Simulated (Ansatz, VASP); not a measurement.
**Cl: VASP beside Ansatz**

```
CELL_PARAMETERS angstrom
3.57200 0.00000 0.00000
-1.78600 3.09345 0.00000
0.00000 0.00000 3.94228
ATOMIC_POSITIONS crystal
Cl 0.33333 0.66667 0.25000
Cl 0.66667 0.33333 0.75000
```

Change from the starting cell: volume scaled by 0.95, LAPW.

Alike in both runs: task single point; functional PBE; k mesh 14 × 14 × 8; occupations fermi-dirac, width 0.08 eV; no spin polarisation.

|  | VASP | Ansatz |
| --- | --- | --- |
| version | VASP 6.6.1 | Ansatz 0.2.0 |
| potentials or method | VASP PAW PBE potentials, release 64 (Cl), cutoff 520 eV | all-electron LAPW, scalar-relativistic |

Ansatz gave:

| Item | Value |
| --- | --- |
| pressure (GPa) | 1.5 |

Q: Which values does VASP return?

A: Pressure (GPa): 1.4.

Ansatz ran all-electron here, and VASP with PAW potentials.
